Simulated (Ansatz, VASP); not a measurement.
**One calculation of Ti, two programs**

File INCAR:

```
ALGO = Normal
EDIFF = 1E-8
ENCUT = 520
GGA = PE
ISIF = 2
ISMEAR = -1
LASPH = T
LCHARG = F
LEFG = T
LREAL = F
LWAVE = F
NBANDS = 19
NELM = 80
PREC = Accurate
SIGMA = 0.08
```

File KPOINTS:

```
k-points
0
Gamma
  13 13 7
```

The input POSCAR:

```
Ti
1.0
    2.9499978604     -0.0147499893     -0.0147499893
   -1.4877727956      2.5621480828     -0.0053988708
   -0.0234300000     -0.0234300000      4.6860000000
Ti
2
Direct
    0.3333333333      0.6666666667      0.2500000000
    0.6666666667      0.3333333333      0.7500000000
```

Input for Ansatz:

```yaml
crystal:
  lattice:
    - [2.9499978604, -0.0147499893, -0.0147499893]
    - [-1.4877727956, 2.5621480828, -0.0053988708]
    - [-0.02343, -0.02343, 4.686]
  atoms:
    - { symbol: Ti, position: [0.3333333333, 0.6666666667, 0.25] }
    - { symbol: Ti, position: [0.6666666667, 0.3333333333, 0.75] }
kpoints:
  mp_grid: { grid: [13, 13, 7] }
scf:
  occupations: { method: fermi_dirac, width: 0.08 }
hamiltonian:
  xc: pbe
  pseudopotentials: { kind: all_electron, datasets: crystal }
output:
  forces: true
  stress: true
  eigenvalues: true
  efg: { contact_densities: true }
```

Change from the starting cell: equal xy, yz and zx shear strains of -1 %, crystal datasets.

Alike in both runs: task electric field gradients; functional PBE; k mesh 13 × 13 × 7; occupations fermi-dirac, width 0.08 eV; no spin polarisation.

|  | VASP | Ansatz |
| --- | --- | --- |
| version | VASP 6.6.1 | Ansatz 0.2.0 |
| potentials or method | VASP PAW PBE potentials, release 64 (Ti_sv), cutoff 520 eV | all-electron PAW with datasets made for the crystal, scalar-relativistic |

|  | VASP | Ansatz | Ansatz less VASP |
| --- | --- | --- | --- |
| pressure (GPa) | -1.8 | -1.6 | +0.25 |
| traceless stress, the component that is largest in VASP (GPa) | 0.63 | 0.63 | +0.006 |
| rms of the force components (eV/Å) | 0.016 | 0.016 | +0.0002 |
| size of Vzz on the site where it differs most (V/Å²) | 16.5 | 18.0 | +1.50 |

Atom by atom the forces differ by 0.000 eV/Å (rms over components). Ansatz ran all-electron here, and VASP with PAW potentials.
